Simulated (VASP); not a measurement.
# CdSe in VASP: a series of runs

Runs on CdSe. Level: PBE. Tasks: single point.

Everything below comes from runs of VASP 6.6.1. Logs are shortened: lines on timing, memory, paths and dates and some standing lists are left out, and cuts for length are marked.

## 1. The cell of the first run

The cell holds a wire with vacuum, 2 atoms: a = 10.100 Å, b = 9.300 Å, c = 4.535 Å, α = 90.00°, β = 90.00°, γ = 90.00°.

## 2. Single point, PBE, collinear spin, ferromagnetic start

Contents of INCAR:

```
PREC     = Accurate       # precision mode
ENCUT    = 520            # plane-wave cutoff, eV
EDIFF    = 1E-6           # SCF threshold, eV
ISMEAR   = 0              # smearing method
SIGMA    = 0.05           # smearing width, eV
LREAL    = False          # projectors in reciprocal space
LASPH    = True           # aspherical terms in the spheres
NELM     = 150            # most SCF steps
ALGO     = Normal         # electronic algorithm
ISIF     = 2              # what is computed and relaxed
LWAVE    = False          # write WAVECAR
LCHARG   = False          # write CHGCAR
ISPIN    = 2              # spin polarisation
MAGMOM   = 0.5 0.5        # initial moments
LORBIT   = 11             # projections on sites
GGA      = PE             # functional
NBANDS   = 20             # bands
```

Contents of KPOINTS:

```
regular mesh
0
Gamma
  1 1 15
```

Contents of POSCAR:

```
CdSe
1.0
   10.1000000000      0.0000000000      0.0000000000
    0.0000000000      9.3000000000      0.0000000000
    0.0000000000      0.0000000000      4.5345148041
Cd Se
1 1
Direct
    0.4515840907      0.5000000000      0.0000000000
    0.5484159093      0.5000000000      0.5000000000
```

Potentials or basis: VASP PAW PBE potentials, release 64 (Cd, Se).

Run with:

```console
$ cat potpaw_PBE.64/Cd/POTCAR potpaw_PBE.64/Se/POTCAR > POTCAR
$ mpirun -np 1 vasp_std > vasp.out
```

OUTCAR:

```text
PREC = Accurate
   ENCUT = 520
   EDIFF = 1E-6
   ISMEAR = 0
   LREAL = False
   LASPH = True
   NELM = 150
   ISIF = 2
   ISPIN = 2
   LORBIT = 11
   GGA = PE

 ion  position               nearest neighbor table
   1  0.452  0.500  0.000-   2 2.47   2 2.47
   2  0.548  0.500  0.500-   1 2.47   1 2.47

  LATTYP: Found a simple orthorhombic cell.
 ALAT       =     4.5345148041
 B/A-ratio  =     2.0509360762
 C/A-ratio  =     2.2273606850

  Lattice vectors:

 A1 = (   0.0000000000,   0.0000000000,  -4.5345148041)
 A2 = (   0.0000000000,   9.3000000000,   0.0000000000)
 A3 = (  10.1000000000,   0.0000000000,   0.0000000000)

Analysis of symmetry for initial positions (statically):
=====================================================================
 Subroutine PRICEL returns:
 Original cell was already a primitive cell.

 Routine SETGRP: Setting up the symmetry group for a
 simple orthorhombic supercell.

 Subroutine GETGRP returns: Found  4 space group operations
 (whereof  4 operations were pure point group operations)
 out of a pool of  8 trial point group operations.

The static configuration has the point symmetry C_2v.

Analysis of symmetry for dynamics (positions and initial velocities):
=====================================================================
 Subroutine PRICEL returns:
 Original cell was already a primitive cell.

 Routine SETGRP: Setting up the symmetry group for a
 simple orthorhombic supercell.

 Subroutine GETGRP returns: Found  4 space group operations
 (whereof  4 operations were pure point group operations)
 out of a pool of  8 trial point group operations.

The dynamic configuration has the point symmetry C_2v.

Analysis of structural, dynamic, and magnetic symmetry:
=====================================================================
 Subroutine PRICEL returns:
 Original cell was already a primitive cell.

 Routine SETGRP: Setting up the symmetry group for a
 simple orthorhombic supercell.

 Subroutine GETGRP returns: Found  4 space group operations
 (whereof  4 operations were pure point group operations)
 out of a pool of  8 trial point group operations.

The overall configuration has the point symmetry C_2v.

 Subroutine INISYM returns: Found  4 space group operations
 (whereof  4 operations are pure point group operations),
 and found     1 'primitive' translations

----------------------------------------------------------------------------------------

                                     Primitive cell

  volume of cell :     425.9270

  direct lattice vectors                    reciprocal lattice vectors
    10.100000000  0.000000000  0.000000000     0.099009901  0.000000000  0.000000000
     0.000000000  9.300000000  0.000000000     0.000000000  0.107526882  0.000000000
     0.000000000  0.000000000  4.534514804     0.000000000  0.000000000  0.220530761

  length of vectors
    10.100000000  9.300000000  4.534514804     0.099009901  0.107526882  0.220530761

  position of ions in fractional coordinates (direct lattice)
     0.451584091  0.500000000  0.000000000
     0.548415909  0.500000000  0.500000000

  ion indices of the primitive-cell ions
   primitive index   ion index
                 1           1
                 2           2

----------------------------------------------------------------------------------------

 KPOINTS: regular mesh

Automatic generation of k-mesh.
 Grid dimensions read from file:
 generate k-points for:    1    1   15

 Generating k-lattice:

  Cartesian coordinates                     Fractional coordinates (reciprocal lattice)
     0.099009901  0.000000000  0.000000000     1.000000000  0.000000000  0.000000000
     0.000000000  0.107526882  0.000000000     0.000000000  1.000000000  0.000000000
     0.000000000  0.000000000  0.014702051     0.000000000  0.000000000  0.066666667

  Length of vectors
     0.099009901  0.107526882  0.014702051

  Shift w.r.t. Gamma in fractional coordinates (k-lattice)
     0.000000000  0.000000000  0.000000000

 Subroutine IBZKPT returns following result:
 ===========================================

 Found      8 irreducible k-points:

 Following reciprocal coordinates:
            Coordinates               Weight
  0.000000  0.000000  0.000000      1.000000
  0.000000  0.000000  0.066667      2.000000
  0.000000  0.000000  0.133333      2.000000
  0.000000  0.000000  0.200000      2.000000
  0.000000  0.000000  0.266667      2.000000
  0.000000  0.000000  0.333333      2.000000
  0.000000  0.000000  0.400000      2.000000
  0.000000  0.000000  0.466667      2.000000
   k-points           NKPTS =      8   k-points in BZ     NKDIM =      8   number of bands    NBANDS=     20
   number of dos      NEDOS =    301   number of ions     NIONS =      2
   total plane-waves  NPLWV = 201600
   dimension x,y,z NGX =    80 NGY =   70 NGZ =   36
   dimension x,y,z NGXF=   160 NGYF=  140 NGZF=   72
   ions per type =               1   1
   NGX,Y,Z   is equivalent  to a cutoff of  13.17, 12.51, 13.20 a.u.
   NGXF,Y,Z  is equivalent  to a cutoff of  26.34, 25.03, 26.40 a.u.
 SYSTEM =  unknown system
   PREC   = accura    normal or accurate (medium, high low for compatibility)
   ISTART =      0    job   : 0-new  1-cont  2-samecut
   ICHARG =      2    charge: 1-file 2-atom 10-const
   ISPIN  =      2    spin polarized calculation?
   LNONCOLLINEAR =      F non collinear calculations
   LSORBIT =      F    spin-orbit coupling
   LASPH  =      T    aspherical Exc in radial PAW
   ENCUT  =  520.0 eV  38.22 Ry    6.18 a.u.  18.78 17.29  8.43*2*pi/ulx,y,z
   NELM   =    150;   NELMIN=  2; NELMDL= -5     # of ELM steps
   EDIFF  = 0.1E-05   stopping-criterion for ELM
   LREAL  =      F    real-space projection
   EDIFFG = 0.1E-04   stopping-criterion for IOM
   NSW    =      0    number of steps for IOM
   IBRION =     -1    ionic relax: 0-MD 1-quasi-New 2-CG
   NFREE  =      0    steps in history (QN), initial steepest desc. (CG)
   ISIF   =      2    stress and relaxation
   ISYM   =      2    0-nonsym 1-usesym 2-fastsym
   POTIM  = 0.5000    time-step for ionic-motion
   TEBEG  =    0.0;   TEEND  =   0.0 temperature during run
   PSTRESS=    0.0 pullay stress
   NELECT =      18.0000    total number of electrons
   NUPDOWN=      -1.0000    fix difference up-down
   EMIN   =  10.00;   EMAX   =-10.00  energy-range for DOS
   EFERMI =   0.00;   METHOD = LEGACY
   ISMEAR =     0;   SIGMA  =   0.05  broadening in eV -4-tet -1-fermi 0-gaus
   EFERMI_NEDOS =   21; number of points for ismear=-14 and -15
   IALGO  =     38    algorithm
   IMIX   =      4    mixing-type and parameters
     AMIX     =   0.40;   BMIX     =  1.00
     AMIX_MAG =   1.60;   BMIX_MAG =  1.00
  volume/ion in A,a.u.               =     212.96      1437.15
  Fermi-wavevector in a.u.,A,eV,Ry     =   0.570235  1.077588  4.424180  0.325168
  Thomas-Fermi vector in A             =   1.610204
   LORBIT       =     11    0 simple, 1 ext, 2 COOP (PROOUT), +10 PAW based schemes
   GGA     = PE    functional components
   LHFCALC =     F    Hartree Fock is set to
   AEXX    =    0.0000 exact exchange contribution
   IVDW    =     0    specifies the selected vdW correction
   LEPSILON=     F    determine dielectric tensor
   LRPA    =     F    only Hartree local field effects (RPA)
 spin polarized calculation
 Gauss-broadening in eV      SIGMA  =   0.05
  energy-cutoff  :      520.00
  volume of cell :      425.93
 maximum number of plane-waves:     11519
 NGX is ok and might be reduce to    80
   NGX = 37   NGY = 35   NGZ = 17

 number of electron      18.0000002 magnetization       0.0000302

 number of electron      18.0000002 magnetization      -0.0000308

 Free energy of the ion-electron system (eV)
  ---------------------------------------------------
  ext. energy  EPLUGINS =         0.00000000
  ---------------------------------------------------
  free energy    TOTEN  =        -4.09662234 eV

  energy without entropy =       -4.09662234  energy(sigma->0) =       -4.09662234

 E-fermi :  -4.2765     XC(G=0):  -2.1744

 val. band max:       -4.5587217112   @ k =   0.0000   0.0000   0.4667
 cond. band min:      -2.8716750052   @ k =   0.0000   0.0000   0.0000
 fundamental gap:      1.6870467061
 Fermi energy:        -4.2765013900

 spin component 1

 k-point     1 :       0.0000    0.0000    0.0000
  band No.  band energies     occupation
      1     -16.3562      1.00000
      2     -12.7860      1.00000
      3     -12.4920      1.00000
      4     -12.4611      1.00000
      5     -12.4109      1.00000
      6     -12.1411      1.00000
[... 12 lines left out ...]
     19       3.4841      0.00000
     20       3.7512      0.00000

 k-point     2 :       0.0000    0.0000    0.0667
  band No.  band energies     occupation
      1     -16.3431      1.00000
      2     -12.7910      1.00000
      3     -12.4902      1.00000
      4     -12.4610      1.00000
      5     -12.4135      1.00000
      6     -12.1384      1.00000
[... 12 lines left out ...]
     19       3.5175      0.00000
     20       3.6339      0.00000
[... 96 lines left out ...]
      2     -12.7987      1.00000
      3     -12.4729      1.00000
      4     -12.4697      1.00000
      5     -12.4508      1.00000
      6     -12.1928      1.00000
[... 12 lines left out ...]
     19       3.4488      0.00000
     20       3.9167      0.00000

 k-point     8 :       0.0000    0.0000    0.4667
  band No.  band energies     occupation
      1     -16.0306      1.00000
      2     -12.7866      1.00000
      3     -12.4770      1.00000
      4     -12.4685      1.00000
      5     -12.4514      1.00000
      6     -12.2146      1.00000
[... 12 lines left out ...]
     19       3.6102      0.00000
     20       3.6651      0.00000
 Fermi energy:        -4.2765013900

 spin component 2

 k-point     1 :       0.0000    0.0000    0.0000
  band No.  band energies     occupation
      1     -16.3562      1.00000
      2     -12.7860      1.00000
      3     -12.4921      1.00000
      4     -12.4611      1.00000
      5     -12.4109      1.00000
      6     -12.1411      1.00000
[... 12 lines left out ...]
     19       3.4946      0.00000
     20       3.7512      0.00000

 k-point     2 :       0.0000    0.0000    0.0667
  band No.  band energies     occupation
      1     -16.3431      1.00000
      2     -12.7910      1.00000
      3     -12.4902      1.00000
      4     -12.4610      1.00000
      5     -12.4135      1.00000
      6     -12.1384      1.00000
[... 12 lines left out ...]
     19       3.5276      0.00000
     20       3.6391      0.00000
[... 97 lines left out ...]
      3     -12.4729      1.00000
      4     -12.4698      1.00000
      5     -12.4508      1.00000
      6     -12.1928      1.00000
[... 12 lines left out ...]
     19       3.4781      0.00000
     20       3.9794      0.00000

 k-point     8 :       0.0000    0.0000    0.4667
  band No.  band energies     occupation
      1     -16.0306      1.00000
      2     -12.7866      1.00000
      3     -12.4770      1.00000
      4     -12.4685      1.00000
      5     -12.4514      1.00000
      6     -12.2146      1.00000
[... 12 lines left out ...]
     19       3.6137      0.00000
     20       3.7034      0.00000

------------------------ aborting loop because EDIFF is reached ----------------------------------------

  FORCE on cell =-STRESS in cart. coord.  units (eV):
  Direction    XX          YY          ZZ          XY          YZ          ZX
  --------------------------------------------------------------------------------------
  -------------------------------------------------------------------------------------
  Total        0.0335812      0.0279052      0.2469629      0.0000000      0.0000000      0.0000000
  in kB        0.1263199      0.1049690      0.9289816      0.0000000      0.0000000      0.0000000
  external PRESSURE =       0.3867568 kB  Pullay stress =       0.0000000 kB

 VOLUME and BASIS-vectors are now :
 -----------------------------------------------------------------------------
  energy-cutoff  :      520.00
  volume of cell :      425.93
      direct lattice vectors                 reciprocal lattice vectors
    10.100000000  0.000000000  0.000000000     0.099009901  0.000000000  0.000000000
     0.000000000  9.300000000  0.000000000     0.000000000  0.107526882  0.000000000
     0.000000000  0.000000000  4.534514804     0.000000000  0.000000000  0.220530761

 POSITION                                       TOTAL-FORCE (eV/Angst)
 -----------------------------------------------------------------------------------
      4.56100      4.65000      0.00000        -0.052291      0.000000      0.000000
      5.53900      4.65000      2.26726         0.052291      0.000000      0.000000
 -----------------------------------------------------------------------------------
    total drift:                                0.000105      0.000000      0.000001

  FREE ENERGIE OF THE ION-ELECTRON SYSTEM (eV)
  ---------------------------------------------------
  free  energy   TOTEN  =        -4.0966223441 eV

  energy  without entropy=       -4.0966223441  energy(sigma->0) =       -4.09662234

 total charge

# of ion       s       p       d       tot
------------------------------------------
    1        0.534   0.237   9.529  10.300
    2        1.458   2.332   0.018   3.808
--------------------------------------------------
tot          1.992   2.569   9.547  14.107

 magnetization (x)

# of ion       s       p       d       tot
------------------------------------------
    1       -0.000  -0.000   0.000  -0.000
    2        0.000   0.000  -0.000   0.000
--------------------------------------------------
tot         -0.000  -0.000   0.000  -0.000
```

Wall time 96 s (1 thread of Intel Xeon 6975P-C (Granite Rapids), shared host); peak memory 0.64 GiB.

Results:

- Free energy: -4.0966 eV
- Largest force: 0.052 eV/Å
- Band gap on the k mesh: 1.69 eV, indirect (least direct gap 2.23 eV)
- Net moment: 0.00 μB per cell
- Valence electrons inside the program's atomic spheres: Cd 10.30; Se 3.81

Forces in eV/Å, atoms in the order of the input:
```
Cd  -0.052  0.000  0.000
Se   0.052  0.000  0.000
```

## 3. Single point, PBE, collinear spin, ferromagnetic start

This run uses another cell than the first one, of 133.32 Å³/atom, 0.626 times its volume.

Contents of INCAR:

```
SYSTEM = CdSe
PREC = Accurate ; ENCUT = 520
EDIFF = 1E-6 ; ISMEAR = 0
SIGMA = 0.05 ; LREAL = .FALSE.
LASPH = .TRUE. ; NELM = 150
ALGO = Normal ; ISIF = 2
LWAVE = .FALSE. ; LCHARG = .FALSE.
ISPIN = 2 ; MAGMOM = 0.5 0.5
LORBIT = 11 ; GGA = PE
NBANDS = 20
```

Contents of KPOINTS:

```
regular mesh
0
G
  1 1 25
  0 0 0
```

Contents of POSCAR:

```
CdSe
1.0
   11.2000000000      0.0000000000      0.0000000000
    0.0000000000      9.3000000000      0.0000000000
    0.0000000000      0.0000000000      2.5598737512
Cd Se
1 1
Direct
    0.4029697449      0.5000000000      0.0000000000
    0.5970302551      0.5000000000      0.5000000000
```

Potentials or basis: VASP PAW PBE potentials, release 64 (Cd, Se).

Run with:

```console
$ cat potpaw_PBE.64/Cd/POTCAR potpaw_PBE.64/Se/POTCAR > POTCAR
$ mpirun -np 1 vasp_std > vasp.out
```

Run time: 1.7 min. Hardware: 1 thread of Intel Xeon 6975P-C (Granite Rapids), shared host; peak memory 0.45 GiB.

The run converged. Its results:

* Free energy: -3.0495 eV
* Largest force: 2.598 eV/Å
* Band gap on the k mesh: zero (filled and empty bands overlap)
* Net moment: 0.02 μB per cell
* Valence electrons inside the program's atomic spheres: Cd 10.45; Se 3.82

Forces in eV/Å, atoms in the order of the input:
```
Cd  -2.598  0.000  0.000
Se   2.598  0.000  0.000
```

Levels at points of the mesh, in eV from the Fermi level:
Spin up:
```csv
k point,band 6,band 7,band 8,band 9,band 10,band 11,band 12,band 13
"(0.00, 0.00, 0.00)",-8.10,-5.53,-3.15,-1.47,1.70,3.72,4.17,4.69
```
Spin down:
```
           k point  band 5  band 6  band 7  band 8  band 9  band 10  band 11  band 12  band 13  band 14
(0.00, 0.00, 0.00)   -8.19   -8.10   -5.53   -3.13   -1.47     1.71     3.72     4.17     4.69     5.48
```

(Continued in part 2 of 2.)
